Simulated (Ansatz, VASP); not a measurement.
# One calculation of LuSb2, two programs

POSCAR

```
LuSb2
1.0
    0.0000000000      4.8122940000      0.0000000000
    4.8122940000      0.0000000000      0.0000000000
    2.4061470000      2.4061470000     -7.4982000000
Sb Lu
4 2
Direct
    0.4140000000      0.4140000000      0.1720000000
    0.1640000000      0.6640000000      0.6720000000
    0.3360000000      0.8360000000      0.3280000000
    0.5860000000      0.5860000000      0.8280000000
    0.0000000000      0.0000000000      0.0000000000
    0.7500000000      0.2500000000      0.5000000000
```

INCAR.step1

```
SYSTEM = LuSb2
  PREC = Accurate
  ENCUT = 520
  ISMEAR = -1
  SIGMA = 0.1
  LREAL = .FALSE.
  LASPH = .TRUE.
  NELM = 100
  NBANDS = 44
  GGA = PE
  ALGO = Normal
  EDIFF = 1E-4
  LWAVE = .TRUE.
  LCHARG = .FALSE.
  LUSENCCL = .FALSE.
```

Contents of INCAR.step2:

```
SYSTEM = LuSb2
  PREC = Accurate
  ENCUT = 520
  EDIFF = 1E-6
  ISMEAR = -1
  SIGMA = 0.1
  LREAL = .FALSE.
  LASPH = .TRUE.
  NELM = 100
  ALGO = Normal
  ISIF = 2
  LWAVE = .FALSE.
  LCHARG = .FALSE.
  METAGGA = R2SCAN
  LMIXTAU = .TRUE.
  NBANDS = 44
  ISTART = 1
  LUSENCCL = .FALSE.
```

KPOINTS

```
regular mesh
0
G
  7 7 7
  0 0 0
```

Input for Ansatz:

```yaml
crystal:
  lattice:
    - [0.0, 4.812294, 0.0]
    - [4.812294, 0.0, 0.0]
    - [2.406147, 2.406147, -7.4982]
  atoms:
    - { symbol: Sb, position: [0.414, 0.414, 0.172] }
    - { symbol: Sb, position: [0.164, 0.664, 0.672] }
    - { symbol: Sb, position: [0.336, 0.836, 0.328] }
    - { symbol: Sb, position: [0.586, 0.586, 0.828] }
    - { symbol: Lu, position: [0.0, 0.0, 0.0] }
    - { symbol: Lu, position: [0.75, 0.25, 0.5] }
  symmetry: { tolerance: 0.0003 }
kpoints:
  mp_grid: { grid: [7, 7, 7], shift: [0, 0, 0] }
  band_path:
    path:
      - [0.0, 0.0, 0.0]
      - [0.5, 0.5, 0.5]
      - [0.5, 0.5, 0.25]
      - [0.0, 0.5, 0.0]
      - [0.0, 0.0, 0.0]
      - [0.0, 0.0, -0.5]
      - [0.0, 0.44851268, -0.27574366]
      - [0.0, 0.55148732, 0.27574366]
      - [0.0, 0.0, 0.0]
      - [0.5, 0.5, 0.5]
      - [0.44851268, 0.55148732, 0.5]
    npoints: 6
magnetization:
  spin_polarized: false
scf:
  occupations: { method: fermi_dirac }
  lower_state_search: "off"
  max_iter: 200
hamiltonian:
  pseudopotentials: { kind: paw }
  xc: r2scan
basis:
  ecutwfc: 500
  fft_grid_basis: typed
output:
  forces: true
  stress: true
  eigenvalues: true
  bader: true
  populations: true
  elf: true
  write_potential: true
  volumetric_format: npy
  dos:
    e_range: [-12, 8]
    de: 0.05
    projected: { site_lists: { Lu: [Lu], Sb: [Sb] } }
checkpoint:
  read: saved_state
```

Alike in both runs: task single point; functional r2SCAN; k mesh 7 × 7 × 7; no spin polarisation.

|  | VASP | Ansatz |
| --- | --- | --- |
| version | VASP 6.6.1 | Ansatz 0.2.0 |
| potentials or method | VASP PAW PBE potentials, release 64 (Sb, Lu), cutoff 520 eV | PAW plane waves |
| occupations | fermi-dirac, width 0.1 eV | fermi-dirac |
| valence electrons in the cell | 70 | 110 |

Ansatz gave:

```
pressure (GPa)                                                : 8.9
traceless stress, the component that is largest in VASP (GPa) : 8.60
rms of the force components (eV/Å)                            : 0.810
```

Problem. Estimate VASP's values.

Solution. Pressure (GPa): 9.3; traceless stress, the component that is largest in VASP (GPa): 8.94; rms of the force components (eV/Å): 0.834.

VASP's potentials were made for PBE, not for r2SCAN. Atom by atom the forces differ by 0.023 eV/Å (rms over components). VASP's potentials hold 70 valence electrons a cell and Ansatz's 110, so a difference there can come from the potentials and not from the codes.

Neither program's run includes spin-orbit coupling.
